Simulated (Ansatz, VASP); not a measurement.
## ZnSe: VASP beside Ansatz

```
Zn Se
1.0
     0.00000    2.81465    2.93009
     2.93009    0.00000    2.93009
     2.93009    2.81465    0.00000
Zn Se
1 1
Direct
  0.00000 0.00000 0.00000
  0.75000 0.75000 0.75000
```

Alike in both runs: task single point; functional PBE; k mesh 10 × 10 × 10; occupations gaussian, width 0.05 eV; no spin polarisation.

|  | VASP | Ansatz |
| --- | --- | --- |
| version | VASP 6.6.1 | Ansatz 0.2.0 |
| potentials or method | VASP PAW PBE potentials, release 64 (Zn, Se), cutoff 520 eV | scalar-relativistic, plane waves, PAW |
| valence electrons in the cell | 18 | 28 |

|  | VASP | Ansatz | Ansatz less VASP |
| --- | --- | --- | --- |
| gap on the k mesh at the Fermi level (eV) | 0.96 | 0.96 | -0.002 |
| least direct gap on the mesh (eV) | 0.96 | 0.96 | -0.002 |
| pressure (GPa) | -1.2 | -1.4 | -0.20 |
| traceless stress, the component that is largest in VASP (GPa) | 0.87 | 0.87 | +0.006 |

VASP's potentials hold 18 valence electrons a cell and Ansatz's 28, so a difference there can come from the potentials and not from the codes.
